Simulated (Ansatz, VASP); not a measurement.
CuO2: VASP beside Ansatz

File INCAR:

```
SYSTEM = CuO2
PREC = Accurate
ENCUT = 520
EDIFF = 1E-6
ISMEAR = 0
SIGMA = 0.1
LREAL = .False.
LASPH = .True.
NELM = 150
ALGO = Normal
ISIF = 2
LWAVE = .False.
LCHARG = .True.
ISPIN = 2
MAGMOM = 1 1 0 0 0 0
LORBIT = 11
LMAXMIX = 4
LDAU = .True.
LDAUTYPE = 2
LDAUL = 2 -1
LDAUU = 4 0
LDAUJ = 0 0
LDAUPRINT = 1
GGA = PE
IVDW = 12
LELF = .True.
LVHAR = .True.
NBANDS = 36
```

Contents of KPOINTS:

```
regular mesh
0
Gamma
  6 6 4
  0 0 0
```

File POSCAR:

```
CuO2
1.0
    1.4126150000     -5.2107470000      0.0000000000
    1.4126150000      5.2107470000      0.0000000000
    0.0000000000      0.0000000000      4.3434240000
Cu O
2 4
Direct
    0.8327470000      0.1672530000      0.2500000000
    0.1672530000      0.8327470000      0.7500000000
    0.4485140000      0.5514860000      0.2500000000
    0.5514860000      0.4485140000      0.7500000000
    0.2110300000      0.7889700000      0.2500000000
    0.7889700000      0.2110300000      0.7500000000
```

Input for Ansatz:

```yaml
crystal:
  lattice:
    - [1.412615, -5.210747, 0.0]
    - [1.412615, 5.210747, 0.0]
    - [0.0, 0.0, 4.343424]
  atoms:
    - { symbol: Cu, position: [0.832747, 0.167253, 0.25], spin: 1.0 }
    - { symbol: Cu, position: [0.167253, 0.832747, 0.75], spin: 1.0 }
    - { symbol: O, position: [0.448514, 0.551486, 0.25] }
    - { symbol: O, position: [0.551486, 0.448514, 0.75] }
    - { symbol: O, position: [0.21103, 0.78897, 0.25] }
    - { symbol: O, position: [0.78897, 0.21103, 0.75] }
basis:
  ecutwfc: 420
kpoints:
  mp_grid: { grid: [6, 6, 4] }
hamiltonian:
  xc: pbe
  dispersion: d3bj
  hubbard: { sites: [{ species: Cu, l: d, u_eff: 4.0 }] }
scf:
  occupations: { method: gaussian, width: 0.1 }
  lower_state_search: "off"
output:
  forces: true
  stress: true
  eigenvalues: true
  populations: true
magnetization:
  spin_polarized: true
```

Alike in both runs: task single point; functional PBE; dispersion D3(BJ); k mesh 6 × 6 × 4; occupations gaussian, width 0.1 eV; collinear spin; Hubbard terms Cu d U = 4.0 eV.

|  | VASP | Ansatz |
| --- | --- | --- |
| version | VASP 6.6.1 | Ansatz 0.2.0 |
| potentials or method | VASP PAW PBE potentials, release 64 (Cu, O), cutoff 520 eV | scalar-relativistic, plane waves, PAW |
| valence electrons in the cell | 46 | 62 |

VASP gave:

- gap on the k mesh at the Fermi level (eV): none
- pressure (GPa): -4.3
- traceless stress, the component that is largest in VASP (GPa): 2.85
- rms of the force components (eV/Å): 0.172
- net moment per atom (μB): 0.33
- size of the moment on the site where the two differ most (μB): 0.30

**Question.** Estimate Ansatz's values.

**Answer.** gap on the k mesh at the Fermi level (eV): none; pressure (GPa): -1.1; traceless stress, the component that is largest in VASP (GPa): 1.82; rms of the force components (eV/Å): 0.109; net moment per atom (μB): 0.30; size of the moment on the site where the two differ most (μB): 0.27.

Site moments also hang on the region over which each program counts them. The programs project onto different local orbitals, so the same U acts differently, and such runs can settle in different states. Atom by atom the forces differ by 0.111 eV/Å (rms over components). A gap of «none» marks a metal or a gap that the smearing closes. VASP's potentials hold 46 valence electrons a cell and Ansatz's 62, so a difference there can come from the potentials and not from the codes. Ansatz's warnings: filled band counts differ across k points.

The k mesh is coarse, so the values compare programs but aren't converged.
